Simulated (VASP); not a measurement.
# V (P6/mmm) in VASP: further runs

Runs on V. Level: PBE. Tasks: single point.

All numbers are computed with VASP 6.6.1; they aren't measurements. Logs are shortened: lines on timing, memory, paths and dates and some standing lists are left out, and cuts for length are marked.

### Step 1. The cell of the first run

The structure is hexagonal, space group P6/mmm (No. 191). The conventional cell has a = 4.625 Å, b = 4.625 Å, c = 2.479 Å, α = 90.00°, β = 90.00°, γ = 120.00°. Within 3.3 Å of V (site symmetry 6/mmm) lie 14 V at 2.48 to 2.94 Å. Within 3.3 Å of V (site symmetry -6m2) lie 11 V at 2.48 to 2.94 Å.

### Step 2. Single point, PBE, collinear spin, ferromagnetic start (volume scaled by 1.12)

File INCAR:

```
SYSTEM = V
  ALGO = Normal
  EDIFF = 1E-6
  ENCUT = 520
  GGA = PE
  ISIF = 2
  ISMEAR = -1
  ISPIN = 2
  LASPH = .TRUE.
  LCHARG = .FALSE.
  LMAXMIX = 4
  LORBIT = 11
  LREAL = .FALSE.
  LWAVE = .FALSE.
  MAGMOM = 1 1 1
  NBANDS = 30
  NELM = 150
  PREC = Accurate
  SIGMA = 0.05
```

File KPOINTS:

```
k-points
0
G
  9 9 15
  0 0 0
```

File POSCAR:

```
V
1.0
    4.6248819940      0.0000000000      0.0000000000
   -2.3124409970      4.0052652963      0.0000000000
    0.0000000000      0.0000000000      2.4786824845
V
3
Direct
    1.0000000000      1.0000000000      0.0000000000
    0.3333333333      0.6666666667      0.5000000000
    0.6666666667      0.3333333333      0.5000000000
```

Potentials or basis: VASP PAW PBE potentials, release 64 (V_sv).

Run with:

```sh
$ cat potpaw_PBE.64/V_sv/POTCAR > POTCAR
$ mpirun -np 1 vasp_std > vasp.out
```

OUTCAR:

```text
SYSTEM = V
   EDIFF = 1E-6
   ENCUT = 520
   GGA = PE
   ISIF = 2
   ISMEAR = -1
   ISPIN = 2
   LASPH = .TRUE.
   LORBIT = 11
   LREAL = .FALSE.
   NELM = 150
   PREC = Accurate

 ion  position               nearest neighbor table
   1  0.000  0.000  0.000-
   2  0.333  0.667  0.500-   3 2.67   3 2.67   3 2.67
   3  0.667  0.333  0.500-   2 2.67   2 2.67   2 2.67

  LATTYP: Found a hexagonal cell.
 ALAT       =     4.6248819940
 C/A-ratio  =     0.5359450225

  Lattice vectors:

 A1 = (   4.6248819940,   0.0000000000,   0.0000000000)
 A2 = (  -2.3124409970,   4.0052652963,   0.0000000000)
 A3 = (   0.0000000000,   0.0000000000,   2.4786824845)

Analysis of symmetry for initial positions (statically):
=====================================================================
 Subroutine PRICEL returns:
 Original cell was already a primitive cell.

 Routine SETGRP: Setting up the symmetry group for a
 hexagonal supercell.

 Subroutine GETGRP returns: Found 24 space group operations
 (whereof 24 operations were pure point group operations)
 out of a pool of 24 trial point group operations.

The static configuration has the point symmetry D_6h.

Analysis of symmetry for dynamics (positions and initial velocities):
=====================================================================
 Subroutine PRICEL returns:
 Original cell was already a primitive cell.

 Routine SETGRP: Setting up the symmetry group for a
 hexagonal supercell.

 Subroutine GETGRP returns: Found 24 space group operations
 (whereof 24 operations were pure point group operations)
 out of a pool of 24 trial point group operations.

The dynamic configuration has the point symmetry D_6h.

Analysis of structural, dynamic, and magnetic symmetry:
=====================================================================
 Subroutine PRICEL returns:
 Original cell was already a primitive cell.

 Routine SETGRP: Setting up the symmetry group for a
 hexagonal supercell.

 Subroutine GETGRP returns: Found 24 space group operations
 (whereof 24 operations were pure point group operations)
 out of a pool of 24 trial point group operations.

The overall configuration has the point symmetry D_6h.

 Subroutine INISYM returns: Found 24 space group operations
 (whereof 24 operations are pure point group operations),
 and found     1 'primitive' translations

----------------------------------------------------------------------------------------

                                     Primitive cell

  volume of cell :      45.9148

  direct lattice vectors                    reciprocal lattice vectors
     4.624881994  0.000000000  0.000000000     0.216221733  0.124835676  0.000000000
    -2.312440997  4.005265296  0.000000000     0.000000000  0.249671352  0.000000000
     0.000000000  0.000000000  2.478682485     0.000000000  0.000000000  0.403440137

  length of vectors
     4.624881994  4.624881994  2.478682485     0.249671352  0.249671352  0.403440137

  position of ions in fractional coordinates (direct lattice)
     0.000000000  0.000000000  0.000000000
     0.333333333  0.666666667  0.500000000
     0.666666667  0.333333333  0.500000000

  ion indices of the primitive-cell ions
   primitive index   ion index
                 1           1
                 2           2
                 3           3

----------------------------------------------------------------------------------------

 KPOINTS: k-points

Automatic generation of k-mesh.
 Grid dimensions read from file:
 generate k-points for:    9    9   15

 Generating k-lattice:

  Cartesian coordinates                     Fractional coordinates (reciprocal lattice)
     0.024024637  0.013870631  0.000000000     0.111111111  0.000000000  0.000000000
     0.000000000  0.027741261  0.000000000     0.000000000  0.111111111  0.000000000
     0.000000000  0.000000000  0.026896009     0.000000000  0.000000000  0.066666667

  Length of vectors
     0.027741261  0.027741261  0.026896009

  Shift w.r.t. Gamma in fractional coordinates (k-lattice)
     0.000000000  0.000000000  0.000000000

 Subroutine IBZKPT returns following result:
 ===========================================

 Found     96 irreducible k-points:

 Following reciprocal coordinates:
            Coordinates               Weight
  0.000000  0.000000  0.000000      1.000000
  0.111111  0.000000  0.000000      6.000000
  0.222222 -0.000000  0.000000      6.000000
  0.333333 -0.000000  0.000000      6.000000
  0.444444 -0.000000  0.000000      6.000000
  0.111111  0.111111  0.000000      6.000000
[... 16 lines left out ...]
  0.333333  0.222222  0.066667     24.000000
  0.333333  0.333333  0.066667      4.000000
 [... further k-points ...]
   k-points           NKPTS =     96   k-points in BZ     NKDIM =     96   number of bands    NBANDS=     30
   number of dos      NEDOS =    301   number of ions     NIONS =      3
   total plane-waves  NPLWV =  23328
   dimension x,y,z NGX =    36 NGY =   36 NGZ =   18
   dimension x,y,z NGXF=    72 NGYF=   72 NGZF=   36
   ions per type =               3
   NGX,Y,Z   is equivalent  to a cutoff of  12.94, 12.94, 12.07 a.u.
   NGXF,Y,Z  is equivalent  to a cutoff of  25.88, 25.88, 24.15 a.u.
 SYSTEM =  V
   PREC   = accura    normal or accurate (medium, high low for compatibility)
   ISTART =      0    job   : 0-new  1-cont  2-samecut
   ICHARG =      2    charge: 1-file 2-atom 10-const
   ISPIN  =      2    spin polarized calculation?
   LNONCOLLINEAR =      F non collinear calculations
   LSORBIT =      F    spin-orbit coupling
   LASPH  =      T    aspherical Exc in radial PAW
   ENCUT  =  520.0 eV  38.22 Ry    6.18 a.u.   8.60  8.60  4.61*2*pi/ulx,y,z
   NELM   =    150;   NELMIN=  2; NELMDL= -5     # of ELM steps
   EDIFF  = 0.1E-05   stopping-criterion for ELM
   LREAL  =      F    real-space projection
   EDIFFG = 0.1E-04   stopping-criterion for IOM
   NSW    =      0    number of steps for IOM
   IBRION =     -1    ionic relax: 0-MD 1-quasi-New 2-CG
   NFREE  =      0    steps in history (QN), initial steepest desc. (CG)
   ISIF   =      2    stress and relaxation
   ISYM   =      2    0-nonsym 1-usesym 2-fastsym
   POTIM  = 0.5000    time-step for ionic-motion
   TEBEG  =    0.0;   TEEND  =   0.0 temperature during run
   PSTRESS=    0.0 pullay stress
   NELECT =      39.0000    total number of electrons
   NUPDOWN=      -1.0000    fix difference up-down
   EMIN   =  10.00;   EMAX   =-10.00  energy-range for DOS
   EFERMI =   0.00;   METHOD = LEGACY
   ISMEAR =    -1;   SIGMA  =   0.05  broadening in eV -4-tet -1-fermi 0-gaus
   EFERMI_NEDOS =   21; number of points for ismear=-14 and -15
   IALGO  =     38    algorithm
   IMIX   =      4    mixing-type and parameters
     AMIX     =   0.40;   BMIX     =  1.00
     AMIX_MAG =   1.60;   BMIX_MAG =  1.00
  volume/ion in A,a.u.               =      15.30       103.28
  Fermi-wavevector in a.u.,A,eV,Ry     =   1.550406  2.929842 32.705120  2.403759
  Thomas-Fermi vector in A             =   2.655074
   LORBIT       =     11    0 simple, 1 ext, 2 COOP (PROOUT), +10 PAW based schemes
   GGA     = PE    functional components
   LHFCALC =     F    Hartree Fock is set to
   AEXX    =    0.0000 exact exchange contribution
   IVDW    =     0    specifies the selected vdW correction
   LEPSILON=     F    determine dielectric tensor
   LRPA    =     F    only Hartree local field effects (RPA)
 spin polarized calculation
  energy-cutoff  :      520.00
  volume of cell :       45.91
 maximum number of plane-waves:      1275
 NGX is ok and might be reduce to    36
   NGX = 17   NGY = 17   NGZ =  9

 number of electron      38.9999995 magnetization      -0.0017858

 number of electron      38.9999995 magnetization       0.0008477

 Free energy of the ion-electron system (eV)
  ---------------------------------------------------
  ext. energy  EPLUGINS =         0.00000000
  ---------------------------------------------------
  free energy    TOTEN  =       -26.33077666 eV

  energy without entropy =      -26.29219003  energy(sigma->0) =      -26.31148334

 E-fermi :   8.3828     XC(G=0): -12.2093

 val. band max:        8.3828118991   @ k =   0.3333   0.2222   0.2000
 cond. band min:       8.3842811211   @ k =   0.0000   0.0000   0.4667
 fundamental gap:      0.0014692221
 Fermi energy:         8.3828412223

 spin component 1

 k-point     1 :       0.0000    0.0000    0.0000
  band No.  band energies     occupation
      1     -55.7009      1.00000
      2     -55.6206      1.00000
      3     -55.5760      1.00000
      4     -29.6302      1.00000
      5     -29.6302      1.00000
      6     -29.5660      1.00000
[... 22 lines left out ...]
     29      15.1498      0.00000
     30      15.1498      0.00000
[... 728 lines left out ...]
  band No.  band energies     occupation
      1     -55.6475      1.00000
      2     -55.6165      1.00000
      3     -55.6165      1.00000
      4     -29.6668      1.00000
      5     -29.6011      1.00000
      6     -29.6011      1.00000
[... 22 lines left out ...]
     29      11.2889      0.00000
     30      11.2889      0.00000

 [... further k-points ...]

 spin component 2

 k-point     1 :       0.0000    0.0000    0.0000
  band No.  band energies     occupation
      1     -55.7006      1.00000
      2     -55.6200      1.00000
      3     -55.5762      1.00000
      4     -29.6304      1.00000
      5     -29.6304      1.00000
      6     -29.5652      1.00000
[... 22 lines left out ...]
     29      15.1501      0.00000
     30      15.1501      0.00000
[... 728 lines left out ...]
  band No.  band energies     occupation
      1     -55.6466      1.00000
      2     -55.6167      1.00000
      3     -55.6167      1.00000
      4     -29.6670      1.00000
      5     -29.6006      1.00000
      6     -29.6006      1.00000
[... 22 lines left out ...]
     29      11.2893      0.00000
     30      11.2893      0.00000

 [... further k-points ...]

------------------------ aborting loop because EDIFF is reached ----------------------------------------

  FORCE on cell =-STRESS in cart. coord.  units (eV):
  Direction    XX          YY          ZZ          XY          YZ          ZX
  --------------------------------------------------------------------------------------
  -------------------------------------------------------------------------------------
  Total       -4.5458930     -4.5458930     -4.5998996      0.0000000     -0.0000000      0.0000000
  in kB     -158.6269397   -158.6269397   -160.5114792      0.0000000     -0.0000000      0.0000000
  external PRESSURE =    -159.2551195 kB  Pullay stress =       0.0000000 kB

 VOLUME and BASIS-vectors are now :
 -----------------------------------------------------------------------------
  energy-cutoff  :      520.00
  volume of cell :       45.91
      direct lattice vectors                 reciprocal lattice vectors
     4.624881994  0.000000000  0.000000000     0.216221733  0.124835676  0.000000000
    -2.312440997  4.005265296  0.000000000     0.000000000  0.249671352  0.000000000
     0.000000000  0.000000000  2.478682485     0.000000000  0.000000000  0.403440137

 POSITION                                       TOTAL-FORCE (eV/Angst)
 -----------------------------------------------------------------------------------
      0.00000      0.00000      0.00000         0.000000      0.000000     -0.000000
     -0.00000      2.67018      1.23934        -0.000000     -0.000000      0.000000
      2.31244      1.33509      1.23934         0.000000      0.000000     -0.000000
 -----------------------------------------------------------------------------------
    total drift:                                0.000000      0.000000     -0.000000

  FREE ENERGIE OF THE ION-ELECTRON SYSTEM (eV)
  ---------------------------------------------------
  free  energy   TOTEN  =       -26.3307766570 eV

  energy  without entropy=      -26.2921900285  energy(sigma->0) =      -26.31148334

 total charge

# of ion       s       p       d       tot
------------------------------------------
    1        2.302   6.193   2.952  11.448
    2        2.311   6.176   3.018  11.506
    3        2.311   6.176   3.018  11.506
--------------------------------------------------
tot          6.924  18.546   8.989  34.459

 magnetization (x)

# of ion       s       p       d       tot
------------------------------------------
    1        0.000   0.000   0.001   0.001
    2       -0.000  -0.000  -0.000  -0.000
    3       -0.000  -0.000  -0.000  -0.000
--------------------------------------------------
tot          0.000   0.000   0.000   0.000
```

Run time: 2.9 min. Hardware: 1 thread of Intel Xeon Platinum 8375C at 2.90GHz (Ice Lake), shared host; peak memory 0.29 GiB.

What came out:

```yaml
Free_energy: -26.3308 eV
Pressure: -15.9 GPa
Net_moment: 0.00 μB per cell
Valence_electrons_inside_the_program's_atomic_spheres: V 11.45, 11.51
```

Levels at points of the mesh, in eV from the Fermi level:
Spin up:
```
           k point  band 18  band 19  band 20  band 21  band 22  band 23
(0.00, 0.00, 0.00)    -1.23    -1.23    -0.74     0.45     0.45     2.03
```
Spin down:
```tsv
k point	band 18	band 19	band 20	band 21	band 22	band 23
(0.00, 0.00, 0.00)	-1.23	-1.23	-0.74	0.45	0.45	2.03
```

Caveat: the cell differs from its parent crystal (volume scaled by 1.12).

### Step 3. Single point, PBE, collinear spin, ferromagnetic start (volume scaled by 0.96)

File INCAR:

```
PREC = Accurate ; ENCUT = 520
EDIFF = 1E-6 ; ISMEAR = -1
SIGMA = 0.05 ; LREAL = F
LASPH = T ; NELM = 150
ALGO = Normal ; ISIF = 2
LWAVE = F ; LCHARG = T
ISPIN = 2 ; MAGMOM = 1 1 1
LORBIT = 11 ; LMAXMIX = 4
GGA = PE ; LELF = T
LVHAR = T ; NBANDS = 30
```

File KPOINTS:

```
Automatic mesh
0
Gamma
  9 9 15
```

File POSCAR:

```
V
1.0
    4.3932413181      0.0000000000      0.0000000000
   -2.1966206590      3.8046585864      0.0000000000
    0.0000000000      0.0000000000      2.3545358172
V
3
Direct
    1.0000000000      1.0000000000      0.0000000000
    0.3333333333      0.6666666667      0.5000000000
    0.6666666667      0.3333333333      0.5000000000
```

Potentials or basis: VASP PAW PBE potentials, release 64 (V_sv).

Run with:

```sh
$ cat potpaw_PBE.64/V_sv/POTCAR > POTCAR
$ mpirun -np 1 vasp_std > vasp.out
```

It took 6.9 min on 1 thread of Oxide Virtual Turin-like, shared host; peak memory 0.25 GiB.

Results (log left out):

| Property | Result |
| --- | --- |
| Free energy | -26.5578 eV |
| Pressure | 7.8 GPa |
| Net moment | 0.00 μB per cell |
| Valence electrons inside the program's atomic spheres | V 11.69, 11.75 |

Stress tensor (GPa, compression positive):
```
7.52 0.00 0.00
0.00 7.52 0.00
0.00 0.00 8.35
```

Levels at points of the mesh, in eV from the Fermi level:
Spin up:
```
           k point  band 17  band 18  band 19  band 20  band 21  band 22  band 23  band 24
(0.00, 0.00, 0.00)    -1.40    -1.40    -1.38    -0.89     0.52     0.52     2.44     2.44
```
Spin down:
```
           k point  band 18  band 19  band 20  band 21  band 22  band 23
(0.00, 0.00, 0.00)    -1.40    -1.38    -0.89     0.52     0.52     2.44
```

Caveat: the cell differs from its parent crystal (volume scaled by 0.96).

### Step 4. Single point, PBE, collinear spin, ferromagnetic start

This run uses another cell than the first one, of 13.67 Å³/atom, 0.893 times its volume.

File INCAR:

```
  PREC = Accurate
  ENCUT = 520
  EDIFF = 1E-7
  ISMEAR = -1
  SIGMA = 0.05
  LREAL = False
  LASPH = True
  NELM = 150
  ALGO = Normal
  ISIF = 2
  LWAVE = False
  LCHARG = False
  ISPIN = 2
  MAGMOM = 1 1 1
  LORBIT = 11
  LMAXMIX = 4
  GGA = PE
  NBANDS = 30
```

File KPOINTS:

```
regular mesh
0
Gamma
  9 9 15
```

File POSCAR:

```
V
1.0
    4.4534301853      0.0000000000      0.0000000000
   -2.2267150927      3.8567836745      0.0000000000
    0.0000000000      0.0000000000      2.3867937410
V
3
Direct
    1.0000000000      1.0000000000      0.0000000000
    0.3333333333      0.6666666667      0.5000000000
    0.6666666667      0.3333333333      0.5000000000
```

Run with:

```sh
$ cat potpaw_PBE.64/V_sv/POTCAR > POTCAR
$ mpirun -np 1 vasp_std > vasp.out
```

It took 6.5 min on 1 thread of Oxide Virtual Turin-like, shared host; peak memory 0.24 GiB.

It converged, with:

```
Free energy                                           : -26.5972 eV
Pressure                                              : 0.0 GPa
Net moment                                            : 0.00 μB per cell
Valence electrons inside the program's atomic spheres : V 11.62, 11.68
```

Stress tensor (GPa, compression positive):
```
-0.14  0.00  0.00
 0.00 -0.14  0.00
 0.00  0.00  0.35
```

Levels at points of the mesh, in eV from the Fermi level:
Spin up:
```tsv
k point	band 16	band 17	band 18	band 19	band 20	band 21	band 22	band 23	band 24	band 25
(0.00, 0.00, 0.00)	-1.38	-1.36	-1.36	-1.35	-0.84	0.51	0.51	2.33	2.33	2.34
```
Spin down:
```csv
k point,band 17,band 18,band 19,band 20,band 21,band 22,band 23,band 24
"(0.00, 0.00, 0.00)",-1.36,-1.36,-1.35,-0.84,0.51,0.51,2.33,2.33
```

### Step 5. Overview

```tsv
cell	gap on the mesh (eV)	pressure (GPa)	moment (μB)
a = 4.625, b = 4.625, c = 2.479 Å, angles 90.0, 90.0, 120.0°, 3 atoms	none	-15.9	0.00
a = 4.393, b = 4.393, c = 2.355 Å, angles 90.0, 90.0, 120.0°, 3 atoms	none	7.8	0.00
a = 4.453, b = 4.453, c = 2.387 Å, angles 90.0, 90.0, 120.0°, 3 atoms	none	0.0	0.00
```

Alike in all rows: task single point; level PBE; potentials or basis VASP PAW PBE potentials, release 64 (V_sv); spin collinear, ferromagnetic start; k mesh 9 × 9 × 15; cutoff (eV) 520; smearing fermi-dirac 0.05 eV.

Total energies depend on the potentials used, so only differences within one code and one set of settings carry meaning.
